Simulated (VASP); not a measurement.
W, 1 atom in the cell. It takes space group Im-3m (No. 229, cubic). Conventional cell: a = 3.078 Å, b = 3.078 Å, c = 3.078 Å, α = 90.00°, β = 90.00°, γ = 90.00°. Within 3.5 Å of W (site symmetry m-3m) lie 14 W at 2.67 to 3.08 Å. 

- Program: VASP 6.6.1
- Task: single point
- Functional: PBE
- Potentials or basis: VASP PAW PBE potentials, release 64 (W_sv)
- Cutoff: 500 eV
- k mesh: 4 × 4 × 4
- Occupations: fermi-dirac, width 0.1 eV
- Spin: no spin polarisation
- Dipole correction: no
- Further INCAR settings: ALGO = Normal; EDIFF = 1e-06; NBANDS = 13

Potentials or basis: VASP PAW PBE potentials, release 64 (W_sv).

Command:

```console
$ cat potpaw_PBE.64/W_sv/POTCAR > POTCAR
$ mpirun -np 1 vasp_std > vasp.out
```

Hardware: 1 thread of Intel(R) Xeon(R) Platinum 8259CL CPU @ 2.50GHz (Skylake/Cascade Lake), with other jobs on the host.

Problem. How long does it take, and how much memory?

Solution. It took 3.6 s on 1 thread of Intel(R) Xeon(R) Platinum 8259CL CPU @ 2.50GHz (Skylake/Cascade Lake), on a shared host, peak memory 0.12 GiB. Counts: scf iterations 11, k points 8.
